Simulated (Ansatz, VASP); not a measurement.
## Two plane-wave programs on NaCaYC6N6

Contents of INCAR:

```
SYSTEM = NaCaYC6N6
PREC     = Accurate       ! precision mode
ENCUT    = 520            ! plane-wave cutoff, eV
EDIFF    = 1E-6           ! SCF threshold, eV
ISMEAR   = 0              ! smearing method
SIGMA    = 0.1            ! smearing width, eV
LREAL    = Auto         
LASPH    = .TRUE.         ! aspherical terms in the spheres
NELM     = 80             ! most SCF steps
ALGO     = Normal         ! electronic algorithm
ISIF     = 2              ! what is computed and relaxed
LWAVE    = .FALSE.        ! write WAVECAR
LCHARG   = .TRUE.         ! write CHGCAR
GGA      = PE             ! functional
LELF     = .TRUE.         ! ELF
LVHAR    = .TRUE.       
NBANDS   = 54             ! bands
```

File KPOINTS:

```
regular mesh
0
G
  4 4 4
  0 0 0
```

File POSCAR:

```
NaCaYC6N6
1.0
    0.0000000000      5.4860000000      5.4860000000
    5.4860000000      0.0000000000      5.4860000000
    5.4860000000      5.4860000000      0.0000000000
Na Ca Y C N
1 1 1 6 6
Direct
    0.7500000000      0.7500000000      0.7500000000
    0.5000000000      0.5000000000      0.5000000000
    0.0000000000      0.0000000000      0.0000000000
    0.8080568700      0.1919431300      0.1919431300
    0.1919431300      0.1919431300      0.8080568700
    0.8080568700      0.1919431300      0.8080568700
    0.1919431300      0.8080568700      0.8080568700
    0.8080568700      0.8080568700      0.1919431300
    0.1919431300      0.8080568700      0.1919431300
    0.7014218000      0.2985782000      0.2985782000
    0.2985782000      0.2985782000      0.7014218000
    0.7014218000      0.2985782000      0.7014218000
    0.2985782000      0.7014218000      0.7014218000
    0.7014218000      0.7014218000      0.2985782000
    0.2985782000      0.7014218000      0.2985782000
```

Input for Ansatz:

```yaml
crystal:
  lattice:
    - [0.0, 5.486, 5.486]
    - [5.486, 0.0, 5.486]
    - [5.486, 5.486, 0.0]
  atoms:
    - { symbol: Na, position: [0.75, 0.75, 0.75] }
    - { symbol: Ca, position: [0.5, 0.5, 0.5] }
    - { symbol: "Y", position: [0.0, 0.0, 0.0] }
    - { symbol: C, position: [0.80805687, 0.19194313, 0.19194313] }
    - { symbol: C, position: [0.19194313, 0.19194313, 0.80805687] }
    - { symbol: C, position: [0.80805687, 0.19194313, 0.80805687] }
    - { symbol: C, position: [0.19194313, 0.80805687, 0.80805687] }
    - { symbol: C, position: [0.80805687, 0.80805687, 0.19194313] }
    - { symbol: C, position: [0.19194313, 0.80805687, 0.19194313] }
    - { symbol: "N", position: [0.7014218, 0.2985782, 0.2985782] }
    - { symbol: "N", position: [0.2985782, 0.2985782, 0.7014218] }
    - { symbol: "N", position: [0.7014218, 0.2985782, 0.7014218] }
    - { symbol: "N", position: [0.2985782, 0.7014218, 0.7014218] }
    - { symbol: "N", position: [0.7014218, 0.7014218, 0.2985782] }
    - { symbol: "N", position: [0.2985782, 0.7014218, 0.2985782] }
basis:
  ecutwfc: 420
kpoints:
  mp_grid: { grid: [4, 4, 4] }
hamiltonian:
  xc: pbe
scf:
  occupations: { method: gaussian, width: 0.1 }
  lower_state_search: "off"
output:
  forces: true
  stress: true
  eigenvalues: true
```

Alike in both runs: task single point; functional PBE; k mesh 4 × 4 × 4; occupations gaussian, width 0.1 eV; no spin polarisation.

```csv
,VASP,Ansatz
version,VASP 6.6.1,Ansatz 0.2.0
potentials or method,"VASP PAW PBE potentials, release 64 (Na_pv, Ca_sv, Y_sv, C, N), cutoff 520 eV","scalar-relativistic, plane waves, PAW"
valence electrons in the cell,82,84
```

|  | VASP | Ansatz | Ansatz less VASP |
| --- | --- | --- | --- |
| gap on the k mesh at the Fermi level (eV) | 2.97 | 2.98 | +0.003 |
| least direct gap on the mesh (eV) | 2.99 | 2.99 | +0.004 |
| pressure (GPa) | 17.1 | 16.8 | -0.30 |
| rms of the force components (eV/Å) | 1.950 | 2.136 | +0.1856 |

Atom by atom the forces differ by 0.203 eV/Å (rms over components). The functional is the same, so the differences come from potentials, cutoffs and numerics. VASP's potentials hold 82 valence electrons a cell and Ansatz's 84, so a difference there can come from the potentials and not from the codes.

Noted on VASP's run: the standard files for N, O and F lose accuracy on very short bonds.
